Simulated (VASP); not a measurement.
# MgO (gw) (R-3m) in VASP: single point with PBEsol

Aim: the single point of MgO (gw) with PBEsol.

Program: VASP 6.6.1. These are calculated values, not measurements. Logs are shortened: lines on timing, memory, paths and dates and some standing lists are left out, and cuts for length are marked.

### 1 The cell of the first run

Symmetry: R-3m, No. 166, trigonal system. The conventional cell has a = 3.010 Å, b = 3.010 Å, c = 7.275 Å, α = 90.00°, β = 90.00°, γ = 120.00°. Within 2.8 Å of Mg (site symmetry -3m) lie 6 O at 2.12 Å. Within 2.8 Å of O (site symmetry -3m) lie 6 Mg at 2.12 Å.

### 2 Single point, PBEsol

Input file INCAR:

```
SYSTEM = MgO
PREC     = Accurate       ! precision mode
ENCUT    = 600            ! plane-wave cutoff, eV
EDIFF    = 1E-6           ! SCF threshold, eV
ISMEAR   = 0              ! smearing method
SIGMA    = 0.01           ! smearing width, eV
LREAL    = .FALSE.        ! projectors in reciprocal space
LASPH    = .TRUE.         ! aspherical terms in the spheres
NELM     = 120            ! most SCF steps
ALGO     = Normal         ! electronic algorithm
ISIF     = 2              ! what is computed and relaxed
LWAVE    = .FALSE.        ! write WAVECAR
LCHARG   = .FALSE.        ! write CHGCAR
GGA      = PS             ! functional
NBANDS   = 11             ! bands
GGA_COMPAT= .FALSE.
```

Input file KPOINTS:

```
Automatic mesh
0
G
  6 6 6
  0 0 0
```

Input file POSCAR:

```
MgO
1.0
   -0.0189064023      2.1095454559      2.1095454559
    2.1095454559     -0.0189064023      2.1095454559
    2.1095454559      2.1095454559     -0.0189064023
Mg O
1 1
Direct
    0.0000000000      0.0000000000      0.0000000000
    0.5000000000      0.5000000000      0.5000000000
```

Potentials or basis: VASP PAW PBE potentials, release 64 (Mg, O).

Run with:

```
cat potpaw_PBE.64/Mg/POTCAR potpaw_PBE.64/O/POTCAR > POTCAR
mpirun -np 1 vasp_std > vasp.out
```

OUTCAR:

```text
SYSTEM = MgO
   PREC = Accurate
   ENCUT = 600
   EDIFF = 1E-6
   ISMEAR = 0
   LREAL = .FALSE.
   LASPH = .TRUE.
   NELM = 120
   ISIF = 2
   GGA = PS

 ion  position               nearest neighbor table
   1  0.000  0.000  0.000-   2 2.12   2 2.12   2 2.12   2 2.12   2 2.12   2 2.12
   2  0.500  0.500  0.500-   1 2.12   1 2.12   1 2.12   1 2.12   1 2.12   1 2.12

  LATTYP: Found a trigonal (rhomboedric) cell.
 ALAT       =     2.9834077014
 COS(alpha) =     0.4910179690

  Lattice vectors:

 A1 = (  -0.0189064023,   2.1095454559,   2.1095454559)
 A2 = (   2.1095454559,  -0.0189064023,   2.1095454559)
 A3 = (   2.1095454559,   2.1095454559,  -0.0189064023)

Analysis of symmetry for initial positions (statically):
=====================================================================
 Subroutine PRICEL returns:
 Original cell was already a primitive cell.

 Routine SETGRP: Setting up the symmetry group for a
 trigonal (rhombohedral) supercell.

 Subroutine GETGRP returns: Found 12 space group operations
 (whereof 12 operations were pure point group operations)
 out of a pool of 12 trial point group operations.

The static configuration has the point symmetry D_3d.

Analysis of symmetry for dynamics (positions and initial velocities):
=====================================================================
 Subroutine PRICEL returns:
 Original cell was already a primitive cell.

 Routine SETGRP: Setting up the symmetry group for a
 trigonal (rhombohedral) supercell.

 Subroutine GETGRP returns: Found 12 space group operations
 (whereof 12 operations were pure point group operations)
 out of a pool of 12 trial point group operations.

The dynamic configuration has the point symmetry D_3d.

 Subroutine INISYM returns: Found 12 space group operations
 (whereof 12 operations are pure point group operations),
 and found     1 'primitive' translations

----------------------------------------------------------------------------------------

                                     Primitive cell

  volume of cell :      19.0281

  direct lattice vectors                    reciprocal lattice vectors
    -0.018906402  2.109545456  2.109545456    -0.233855107  0.235969943  0.235969943
     2.109545456 -0.018906402  2.109545456     0.235969943 -0.233855107  0.235969943
     2.109545456  2.109545456 -0.018906402     0.235969943  0.235969943 -0.233855107

  length of vectors
     2.983407701  2.983407701  2.983407701     0.407494587  0.407494587  0.407494587

  position of ions in fractional coordinates (direct lattice)
     0.000000000  0.000000000  0.000000000
     0.500000000  0.500000000  0.500000000

[... 87 lines left out ...]
   NELECT =       8.0000    total number of electrons
   NUPDOWN=      -1.0000    fix difference up-down
   EMIN   =  10.00;   EMAX   =-10.00  energy-range for DOS
   EFERMI =   0.00;   METHOD = LEGACY
   ISMEAR =     0;   SIGMA  =   0.01  broadening in eV -4-tet -1-fermi 0-gaus
   EFERMI_NEDOS =   21; number of points for ismear=-14 and -15
   IALGO  =     38    algorithm
   IMIX   =      4    mixing-type and parameters
     AMIX     =   0.40;   BMIX     =  1.00
     AMIX_MAG =   1.60;   BMIX_MAG =  1.00
  volume/ion in A,a.u.               =       9.51        64.20
  Fermi-wavevector in a.u.,A,eV,Ry     =   1.226421  2.317599 20.464629  1.504108
  Thomas-Fermi vector in A             =   2.361422
   LORBIT       =      0    0 simple, 1 ext, 2 COOP (PROOUT), +10 PAW based schemes
   GGA     = PS    functional components
   LHFCALC =     F    Hartree Fock is set to
   AEXX    =    0.0000 exact exchange contribution
   IVDW    =     0    specifies the selected vdW correction
   LEPSILON=     F    determine dielectric tensor
   LRPA    =     F    only Hartree local field effects (RPA)
 non-spin polarized calculation
 Gauss-broadening in eV      SIGMA  =   0.01
  energy-cutoff  :      600.00
  volume of cell :       19.03
 maximum number of plane-waves:       644
   NGX = 11   NGY = 11   NGZ = 11

 number of electron       8.0000004 magnetization

 Free energy of the ion-electron system (eV)
  ---------------------------------------------------
  ext. energy  EPLUGINS =         0.00000000
  ---------------------------------------------------
  free energy    TOTEN  =       -12.50963756 eV

  energy without entropy =      -12.50963756  energy(sigma->0) =      -12.50963756

 E-fermi :   3.0902     XC(G=0): -11.2216

 val. band max:        2.9964008064   @ k =   0.0000   0.0000   0.0000
 cond. band min:       7.3876720999   @ k =   0.0000   0.0000   0.0000
 fundamental gap:      4.3912712934
 Fermi energy:         3.0902349448

 k-point     1 :       0.0000    0.0000    0.0000
  band No.  band energies     occupation
      1     -14.1804      2.00000
      2       2.8982      2.00000
      3       2.8982      2.00000
      4       2.9964      2.00000
      5       7.3877      0.00000
      6      18.3325      0.00000
      7      18.3325      0.00000
      8      18.7271      0.00000
      9      22.2510      0.00000
     10      24.1211      0.00000
     11      24.1211      0.00000
[... 309 lines left out ...]
 k-point    24 :      -0.3333    0.5000    0.1667
  band No.  band energies     occupation
      1     -12.6161      2.00000
      2      -0.6160      2.00000
      3       0.6955      2.00000
      4       1.2733      2.00000
      5      13.2232      0.00000
      6      14.0600      0.00000
      7      15.1084      0.00000
      8      19.0568      0.00000
      9      22.7154      0.00000
     10      27.1789      0.00000
     11      28.7189      0.00000

 [... further k-points ...]

------------------------ aborting loop because EDIFF is reached ----------------------------------------

  FORCE on cell =-STRESS in cart. coord.  units (eV):
  Direction    XX          YY          ZZ          XY          YZ          ZX
  --------------------------------------------------------------------------------------
  -------------------------------------------------------------------------------------
  Total       -0.3951398     -0.3951398     -0.3951398      0.1486792      0.1486792      0.1486792
  in kB      -33.2709560    -33.2709560    -33.2709560     12.5188600     12.5188600     12.5188600
  external PRESSURE =     -33.2709560 kB  Pullay stress =       0.0000000 kB

 VOLUME and BASIS-vectors are now :
 -----------------------------------------------------------------------------
  energy-cutoff  :      600.00
  volume of cell :       19.03
      direct lattice vectors                 reciprocal lattice vectors
    -0.018906402  2.109545456  2.109545456    -0.233855107  0.235969943  0.235969943
     2.109545456 -0.018906402  2.109545456     0.235969943 -0.233855107  0.235969943
     2.109545456  2.109545456 -0.018906402     0.235969943  0.235969943 -0.233855107

 POSITION                                       TOTAL-FORCE (eV/Angst)
 -----------------------------------------------------------------------------------
      0.00000      0.00000      0.00000         0.000000      0.000000      0.000000
      2.10009      2.10009      2.10009        -0.000000     -0.000000     -0.000000
 -----------------------------------------------------------------------------------
    total drift:                               -0.000000     -0.000000      0.000000

  FREE ENERGIE OF THE ION-ELECTRON SYSTEM (eV)
  ---------------------------------------------------
  free  energy   TOTEN  =       -12.5096375617 eV

  energy  without entropy=      -12.5096375617  energy(sigma->0) =      -12.50963756
```

OSZICAR:

```text
N       E                     dE             d eps       ncg     rms          rms(c)
DAV:   1     0.185338989077E+02    0.18534E+02   -0.48076E+03   792   0.723E+02
DAV:   2    -0.130081103178E+02   -0.31542E+02   -0.30505E+02   820   0.149E+02
DAV:   3    -0.138886309199E+02   -0.88052E+00   -0.87897E+00   858   0.209E+01
DAV:   4    -0.138909307476E+02   -0.22998E-02   -0.22998E-02   758   0.121E+00
DAV:   5    -0.138909378574E+02   -0.71098E-05   -0.71098E-05   818   0.666E-02    0.664E+00
DAV:   6    -0.125466859644E+02    0.13443E+01   -0.77123E+00   743   0.151E+01    0.222E+00
DAV:   7    -0.125236427618E+02    0.23043E-01   -0.61554E-02   758   0.216E+00    0.131E+00
DAV:   8    -0.125101592092E+02    0.13484E-01   -0.26417E-02   752   0.184E+00    0.246E-01
DAV:   9    -0.125097678732E+02    0.39134E-03   -0.51529E-04   788   0.157E-01    0.150E-01
DAV:  10    -0.125096371478E+02    0.13073E-03   -0.61460E-04   773   0.183E-01    0.493E-03
DAV:  11    -0.125096375617E+02   -0.41388E-06   -0.49293E-06   791   0.162E-02
   1 F= -.12509638E+02 E0= -.12509638E+02  d E =-.150665E-42
```

Wall time 10 s (1 thread of AMD EPYC 7R13, shared host); peak memory 0.11 GiB.

What came out:

| Quantity | Value |
| --- | --- |
| Free energy | -12.5096 eV |
| Pressure | -3.3 GPa |
| Band gap on the k mesh | 4.39 eV, direct |

Levels at points of the mesh, in eV from the valence-band top:
```tsv
k point	band 1	band 2	band 3	band 4	band 5	band 6	band 7	band 8
(0.00, 0.00, 0.00)	-17.18	-0.10	-0.10	0.00	4.39	15.34	15.34	15.73
(0.50, 0.00, 0.00)	-15.92	-4.68	-0.72	-0.65	7.59	12.18	15.90	16.08
(0.50, 0.50, 0.00)	-15.65	-4.14	-1.46	-1.35	8.82	9.63	12.71	18.41
(0.50, 0.50, 0.50)	-15.88	-4.62	-0.77	-0.77	7.48	12.38	15.74	15.74
```

Caveat: the k points lie up to 0.43 Å⁻¹ apart; the PAW data sets were made with another functional, which shifts forces and pressure a little. As with any semilocal functional, this PBEsol gap is likely too small.
